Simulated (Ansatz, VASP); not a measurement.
# Two plane-wave programs on KMgF3

The input INCAR:

```
SYSTEM = KMgF3
PREC = Accurate
ENCUT = 520
EDIFF = 1E-7
ISMEAR = 0
SIGMA = 0.05
LREAL = .FALSE.
LASPH = .TRUE.
NELM = 100
ALGO = Normal
ISIF = 2
LWAVE = .FALSE.
LCHARG = .FALSE.
GGA = PS
NBANDS = 24
```

Contents of KPOINTS:

```
Automatic mesh
0
G
  6 6 6
  0 0 0
```

POSCAR

```
KMgF3
1.0
    4.1453360000      0.0000000000      0.0000000000
    0.0000000000      4.1453360000      0.0000000000
    0.0000000000      0.0000000000      3.6670280000
K Mg F
1 1 3
Direct
    0.5000000000      0.5000000000      0.5000000000
    0.0000000000      0.0000000000      0.0000000000
    0.5000000000      0.0000000000      0.0000000000
    0.0000000000      0.5000000000      0.0000000000
    0.0000000000      0.0000000000      0.5000000000
```

Input for Ansatz:

```yaml
crystal:
  lattice:
    - [4.145336, 0.0, 0.0]
    - [0.0, 4.145336, 0.0]
    - [0.0, 0.0, 3.667028]
  atoms:
    - { symbol: K, position: [0.5, 0.5, 0.5] }
    - { symbol: Mg, position: [0.0, 0.0, 0.0] }
    - { symbol: F, position: [0.5, 0.0, 0.0] }
    - { symbol: F, position: [0.0, 0.5, 0.0] }
    - { symbol: F, position: [0.0, 0.0, 0.5] }
basis:
  ecutwfc: 420
kpoints:
  mp_grid: { grid: [6, 6, 6] }
hamiltonian:
  xc: pbesol
scf:
  occupations: { method: gaussian, width: 0.05 }
output:
  forces: true
  stress: true
  eigenvalues: true
```

Change from the starting cell: strain +0.040 along x and y, -0.080 along z, atoms carried along.

Alike in both runs: task single point; functional PBEsol; k mesh 6 × 6 × 6; occupations gaussian, width 0.05 eV; no spin polarisation.

|  | VASP | Ansatz |
| --- | --- | --- |
| version | VASP 6.6.1 | Ansatz 0.2.0 |
| potentials or method | VASP PAW PBE potentials, release 64 (K_sv, Mg, F), cutoff 520 eV | scalar-relativistic, plane waves, PAW |
| valence electrons in the cell | 32 | 40 |

Ansatz gave:

- gap on the k mesh at the Fermi level (eV): 7.13
- least direct gap on the mesh (eV): 7.42
- pressure (GPa): 2.6
- traceless stress, the component that is largest in VASP (GPa): 10.40

Question: Which values does VASP return?

Answer: gap on the k mesh at the Fermi level (eV): 7.11; least direct gap on the mesh (eV): 7.40; pressure (GPa): 2.2; traceless stress, the component that is largest in VASP (GPa): 10.47.

VASP's potentials were made for PBE, not for PBEsol. The functional is the same, so the differences come from potentials, cutoffs and numerics. VASP's potentials hold 32 valence electrons a cell and Ansatz's 40, so a difference there can come from the potentials and not from the codes.
